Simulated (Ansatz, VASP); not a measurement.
# La3F in VASP and in Ansatz

```
La F
1.0
     0.00000    3.76185    3.76185
     3.76185    0.00000    3.76185
     3.76185    3.76185    0.00000
La F
3 1
Cartesian
  1.8809 1.8809 1.8809
  5.6428 5.6428 5.6428
  3.7618 3.7618 3.7618
  0.0000 0.0000 0.0000
```

Change from the starting cell: species swapped into the SnBi3 type (Fm-3m, No. 225).

Alike in both runs: task single point; functional PBE; k mesh 4 × 4 × 4; occupations gaussian, width 0.1 eV; no spin polarisation.

|  | VASP | Ansatz |
| --- | --- | --- |
| version | VASP 6.6.1 | Ansatz 0.2.0 |
| potentials or method | VASP PAW PBE potentials, release 64 (La, F), cutoff 520 eV | scalar-relativistic, plane waves, PAW |
| valence electrons in the cell | 40 | 40 |

|  | VASP | Ansatz | Ansatz less VASP |
| --- | --- | --- | --- |
| gap on the k mesh at the Fermi level (eV) | none | none | - |
| pressure (GPa) | 0.9 | 0.9 | +0.02 |

A gap of «none» marks a metal or a gap that the smearing closes. With one functional, cell and mesh, what is left measures potentials, basis and numerics.

The k mesh is coarse, so the values compare programs but aren't converged. Spin-orbit coupling is off throughout.
